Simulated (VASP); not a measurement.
Write the native input for VASP 6.6.1 that does the following.

* Task: single point
* Functional: PBE
* Potentials or basis: VASP PAW PBE potentials, release 64 (Co)
* Cutoff: 520 eV
* k mesh: 16 × 16 × 16
* Occupations: fermi-dirac, width 0.1 eV
* Spin: no spin polarisation
* Dipole correction: no
* Further INCAR settings: ALGO = Normal; EDIFF = 1e-06; NBANDS = 10

The structure of Co lies in POSCAR:

```
Co
1.0
   -1.3829513651      1.3829513651      1.3829513651
    1.3829513651     -1.3829513651      1.3829513651
    1.3829513651      1.3829513651     -1.3829513651
Co
1
Direct
    0.0000000000      0.0000000000      0.0000000000
```

The input as run:

INCAR

```
SYSTEM = Co
ALGO = Normal ; EDIFF = 1E-6
ENCUT = 520 ; GGA = PE
ISIF = 2 ; ISMEAR = -1
LASPH = .TRUE. ; LCHARG = .FALSE.
LREAL = .FALSE. ; LWAVE = .FALSE.
NBANDS = 10 ; NELM = 100
PREC = Accurate ; SIGMA = 0.1
```

KPOINTS

```
k-points
0
G
  16 16 16
  0 0 0
```

Potentials or basis: VASP PAW PBE potentials, release 64 (Co).

Launch:

```sh
$ cat potpaw_PBE.64/Co/POTCAR > POTCAR
$ mpirun -np 1 vasp_std > vasp.out
```

It gave:

```
Pressure : -0.7 GPa
```

Caveat: the run has no spin polarisation, though such a crystal can be magnetic.

It took 11 s on 1 thread of Intel Xeon 6975P-C, on a shared host, peak memory 0.13 GiB.
